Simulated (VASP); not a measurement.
# Hf (P6_3/mmc) in VASP: vibrations by perturbation theory with PBE

Aim: the vibrations by perturbation theory of Hf with PBE.

All numbers are computed with VASP 6.6.1; they aren't measurements. Logs are shortened: lines on timing, memory, paths and dates and some standing lists are left out, and cuts for length are marked.

## 1. The cell of the first run

The structure is hexagonal, space group P6_3/mmc (No. 194). Conventional cell: a = 3.203 Å, b = 3.203 Å, c = 5.081 Å, α = 90.00°, β = 90.00°, γ = 120.00°. Hf (site symmetry -6m2) has 12 Hf at 3.14 to 3.20 Å within 4.1 Å.

## 2. Vibrations by perturbation theory, PBE

Input file INCAR:

```
PREC = Accurate
ENCUT = 520
EDIFF = 1E-8
ISMEAR = -1
SIGMA = 0.15
LREAL = F
LASPH = T
NELM = 100
ALGO = Normal
ISIF = 2
LWAVE = F
LCHARG = F
GGA = PE
IBRION = 8
NSW = 1
```

Input file KPOINTS:

```
Automatic mesh
0
Gamma
  18 18 8
```

Input file POSCAR:

```
Hf
1.0
    3.2031670009      0.0000000000      0.0000000000
   -1.6015835004      2.7740239953      0.0000000000
    0.0000000000      0.0000000000      5.0813409743
Hf
2
Direct
    0.3333333333      0.6666666667      0.2500000000
    0.6666666667      0.3333333333      0.7500000000
```

Potentials or basis: VASP PAW PBE potentials, release 64 (Hf_pv).

Started as:

```
cat potpaw_PBE.64/Hf_pv/POTCAR > POTCAR
mpirun -np 1 vasp_std > vasp.out
```

OUTCAR:

```text
PREC = Accurate
   ENCUT = 520
   EDIFF = 1E-8
   ISMEAR = -1
   LREAL = F
   LASPH = T
   NELM = 100
   ISIF = 2
   GGA = PE
   IBRION = 8
   NSW = 1

 ion  position               nearest neighbor table
   1  0.333  0.667  0.250-   2 3.14   2 3.14   2 3.14   2 3.14   2 3.14   2 3.14
   2  0.667  0.333  0.750-   1 3.14   1 3.14   1 3.14   1 3.14   1 3.14   1 3.14

  LATTYP: Found a hexagonal cell.
 ALAT       =     3.2031670009
 C/A-ratio  =     1.5863490642

  Lattice vectors:

 A1 = (   3.2031670009,   0.0000000000,   0.0000000000)
 A2 = (  -1.6015835004,   2.7740239953,   0.0000000000)
 A3 = (   0.0000000000,   0.0000000000,   5.0813409743)

Analysis of symmetry for initial positions (statically):
=====================================================================
 Subroutine PRICEL returns:
 Original cell was already a primitive cell.

 Routine SETGRP: Setting up the symmetry group for a
 hexagonal supercell.

 Subroutine GETGRP returns: Found 24 space group operations
 (whereof 12 operations were pure point group operations)
 out of a pool of 24 trial point group operations.

The static configuration has the point symmetry D_3d.
 The point group associated with its full space group is D_6h.

Analysis of symmetry for dynamics (positions and initial velocities):
=====================================================================
 Subroutine PRICEL returns:
 Original cell was already a primitive cell.

 Routine SETGRP: Setting up the symmetry group for a
 hexagonal supercell.

 Subroutine GETGRP returns: Found 24 space group operations
 (whereof 12 operations were pure point group operations)
 out of a pool of 24 trial point group operations.

The dynamic configuration has the point symmetry D_3d.
 The point group associated with its full space group is D_6h.

 Subroutine INISYM returns: Found 24 space group operations
 (whereof 12 operations are pure point group operations),
 and found     1 'primitive' translations

----------------------------------------------------------------------------------------

                                     Primitive cell

  volume of cell :      45.1511

  direct lattice vectors                    reciprocal lattice vectors
     3.203167001  0.000000000  0.000000000     0.312191028  0.180243574  0.000000000
    -1.601583500  2.774023995  0.000000000     0.000000000  0.360487149  0.000000000
     0.000000000  0.000000000  5.081340974     0.000000000  0.000000000  0.196798445

  length of vectors
     3.203167001  3.203167001  5.081340974     0.360487149  0.360487149  0.196798445

  position of ions in fractional coordinates (direct lattice)
     0.333333333  0.666666667  0.250000000
     0.666666667  0.333333333  0.750000000

  ion indices of the primitive-cell ions
   primitive index   ion index
                 1           1
                 2           2

----------------------------------------------------------------------------------------

 KPOINTS: Automatic mesh

Automatic generation of k-mesh.
 Grid dimensions read from file:
 generate k-points for:   18   18    8

 Generating k-lattice:

  Cartesian coordinates                     Fractional coordinates (reciprocal lattice)
[... 100 lines left out ...]
 number of electron      20.0000006 magnetization

 Free energy of the ion-electron system (eV)
  ---------------------------------------------------
  ext. energy  EPLUGINS =         0.00000000
  ---------------------------------------------------
  free energy    TOTEN  =       -19.91320917 eV

  energy without entropy =      -19.77298849  energy(sigma->0) =      -19.84309883

 E-fermi :   4.8166     XC(G=0): -11.2416

 val. band max:        4.8059859605   @ k =   0.3333   0.2778   0.3750
 cond. band min:       4.8526168480   @ k =   0.1667  -0.0000   0.0000
 fundamental gap:      0.0466308875
 Fermi energy:         4.8165994105

 k-point     1 :       0.0000    0.0000    0.0000
  band No.  band energies     occupation
      1     -26.2108      2.00000
      2     -25.4985      2.00000
      3     -25.4985      2.00000
      4     -25.3760      2.00000
      5     -25.3760      2.00000
      6     -25.3742      2.00000
      7      -2.4948      2.00000
      8       1.1656      2.00000
      9       5.4478      0.02931
     10       6.0391      0.00058
     11       6.0391      0.00058
     12       6.2880      0.00011
     13       6.8428      0.00000
     14       6.8428      0.00000
[... 377 lines left out ...]
      1     -26.0198      2.00000
      2     -25.8856      2.00000
      3     -25.8576      2.00000
      4     -25.6966      2.00000
      5     -25.5843      2.00000
      6     -25.5045      2.00000
      7       1.5823      2.00000
      8       2.5068      2.00000
      9       2.7482      2.00000
     10       3.9104      1.99525
     11       5.4642      0.02632
     12       5.7426      0.00416
     13       6.4407      0.00004
     14       9.8822      0.00000

 [... further k-points ...]

------------------------ aborting loop because EDIFF is reached ----------------------------------------

  FORCE on cell =-STRESS in cart. coord.  units (eV):
  Direction    XX          YY          ZZ          XY          YZ          ZX
  --------------------------------------------------------------------------------------
  -------------------------------------------------------------------------------------
  Total       -0.1155401     -0.1155401     -0.1397281     -0.0000000      0.0000000     -0.0000000
  in kB       -4.0999173     -4.0999173     -4.9582258     -0.0000000      0.0000000     -0.0000000
  external PRESSURE =      -4.3860201 kB  Pullay stress =       0.0000000 kB

 VOLUME and BASIS-vectors are now :
 -----------------------------------------------------------------------------
  energy-cutoff  :      520.00
  volume of cell :       45.15
      direct lattice vectors                 reciprocal lattice vectors
     3.203167001  0.000000000  0.000000000     0.312191028  0.180243574  0.000000000
    -1.601583500  2.774023995  0.000000000     0.000000000  0.360487149  0.000000000
     0.000000000  0.000000000  5.081340974     0.000000000  0.000000000  0.196798445

 POSITION                                       TOTAL-FORCE (eV/Angst)
 -----------------------------------------------------------------------------------
     -0.00000      1.84935      1.27034         0.000000     -0.000000      0.000000
      1.60158      0.92467      3.81101        -0.000000      0.000000      0.000000
 -----------------------------------------------------------------------------------
    total drift:                               -0.000000      0.000000     -0.000000

  FREE ENERGIE OF THE ION-ELECTRON SYSTEM (eV)
  ---------------------------------------------------
  free  energy   TOTEN  =       -19.9132091682 eV

  energy  without entropy=      -19.7729884946  energy(sigma->0) =      -19.84309883

[... ionic steps 2 to 3 ...]

--------------------------------------- Ionic step        4  -------------------------------------------

------------------------ aborting loop because EDIFF is reached ----------------------------------------

[... ionic steps 5 to 5 ...]

--------------------------------------- Ionic step        6  -------------------------------------------

 Free energy of the ion-electron system (eV)
  ---------------------------------------------------
  ---------------------------------------------------
  free energy    TOTEN  =        -0.25272568 eV

  energy without entropy =       -0.25272569

------------------------ aborting loop because EDIFF is reached ----------------------------------------

 INTERNAL STRAIN TENSOR  FOR ION    1  DIRECTION 3   (eV/Angst):
 -----------------------------------------------------------------------------
     0.03842  0.00000 -0.00000
     0.00000  0.03842  0.00000
    -0.00000  0.00000 -0.07493

 INTERNAL STRAIN TENSOR FOR ION    2 for displacements in x,y,z  (eV/Angst):
          X           Y           Z          XY          YZ          ZX
  --------------------------------------------------------------------------------
  x     0.00000    -0.00000     0.00000     3.18231     0.00000     0.00000
  y     3.18231    -3.18231    -0.00000    -0.00000     0.00000     0.00000
  z    -0.00000     0.00000    -0.00000     0.00000     0.00000    -0.00000

 SECOND DERIVATIVES (NOT SYMMETRIZED)
 ------------------------------------
               1X          1Y          1Z          2X          2Y          2Z
  1X    -1.796428   -0.000000    0.000000    1.796428    0.000000    0.000000
  1Y    -0.000000   -1.796428    0.000000    0.000000    1.796428    0.000000
  1Z     0.000000    0.000000   -3.457481   -0.000000    0.000000    3.457481
  2X     1.796428    0.000000    0.000000   -1.796428   -0.000000    0.000000
  2Y     0.000000    1.796428    0.000000   -0.000000   -1.796428    0.000000
  2Z    -0.000000    0.000000    3.457481    0.000000    0.000000   -3.457481

 Eigenvectors and eigenvalues of the dynamical matrix
 ----------------------------------------------------

   1 f  =    3.077079 THz    19.333860 2PiTHz  102.640321 cm-1    12.725772 meV
             X         Y         Z           dx          dy          dz
     -0.000000  1.849349  1.270335     0.000000    0.000000   -0.707107
      1.601584  0.924675  3.811006    -0.000000    0.000000    0.707107
[... 11 lines left out ...]
   4 f  =    0.000000 THz     0.000000 2PiTHz    0.000001 cm-1     0.000000 meV
             X         Y         Z           dx          dy          dz
     -0.000000  1.849349  1.270335     0.173976   -0.649096    0.220016
      1.601584  0.924675  3.811006     0.173976   -0.649096    0.220016

   5 f/i=    0.000000 THz     0.000000 2PiTHz    0.000000 cm-1     0.000000 meV
             X         Y         Z           dx          dy          dz
     -0.000000  1.849349  1.270335     0.685288    0.161225   -0.066236
      1.601584  0.924675  3.811006     0.685288    0.161225   -0.066236

   6 f/i=    0.000000 THz     0.000000 2PiTHz    0.000002 cm-1     0.000000 meV
             X         Y         Z           dx          dy          dz
     -0.000000  1.849349  1.270335    -0.010637   -0.229524   -0.668734
      1.601584  0.924675  3.811006    -0.010637   -0.229524   -0.668734

--------------------------------------------------------------------------------------------------------

 ELASTIC MODULI CONTR FROM IONIC RELAXATION (kBar)
 Direction    XX          YY          ZZ          XY          YZ          ZX
 --------------------------------------------------------------------------------
 XX        -200.0400    200.0400      0.0000     -0.0000      0.0000      0.0000
 YY         200.0400   -200.0400     -0.0000     -0.0000      0.0000     -0.0000
 ZZ           0.0000     -0.0000     -0.0000     -0.0000      0.0000     -0.0000
 XY          -0.0000     -0.0000     -0.0000   -200.0400      0.0000      0.0000
 YZ           0.0000      0.0000      0.0000      0.0000      0.0000      0.0000
 ZX           0.0000     -0.0000     -0.0000      0.0000      0.0000     -0.0000
 --------------------------------------------------------------------------------
```

It took 7.6 min on 1 thread of Intel Xeon 6975P-C (Granite Rapids), shared host; peak memory 1 GiB.

What came out:

```
Highest phonon frequency at Γ : 103 cm⁻¹
```

Phonon frequencies in cm⁻¹ (negative: imaginary):
```csv
q point,frequencies
"(0.000, 0.000, 0.000)",0 0 0 74 74 103
```

Caveat: spin-orbit coupling is left out, which moves the levels of the heavy elements.
